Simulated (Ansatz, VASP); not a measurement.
V: VASP beside Ansatz

```
V
1.0
    -1.53291    1.53291    1.53291
     1.53291   -1.53291    1.53291
     1.53291    1.53291   -1.53291
V
1
Direct
  0.00000 0.00000 0.00000
```

Change from the starting cell: volume scaled by 1.04, crystal datasets.

Alike in both runs: task electric field gradients; functional PBEsol; k mesh 19 × 19 × 19; occupations fermi-dirac, width 0.03 eV; collinear spin.

|  | VASP | Ansatz |
| --- | --- | --- |
| version | VASP 6.6.1 | Ansatz 0.2.0 |
| potentials or method | VASP PAW PBE potentials, release 64 (V_sv), cutoff 520 eV | all-electron PAW with datasets made for the crystal, scalar-relativistic |

|  | VASP | Ansatz | Ansatz less VASP |
| --- | --- | --- | --- |
| pressure (GPa) | -17.1 | -17.3 | -0.19 |
| net moment per atom (μB) | 0.00 | 0.00 | 0.000 |

VASP's potentials were made for PBE, not for PBEsol. Ansatz ran all-electron here, and VASP with PAW potentials. Ansatz's warnings: seeded moment not kept.
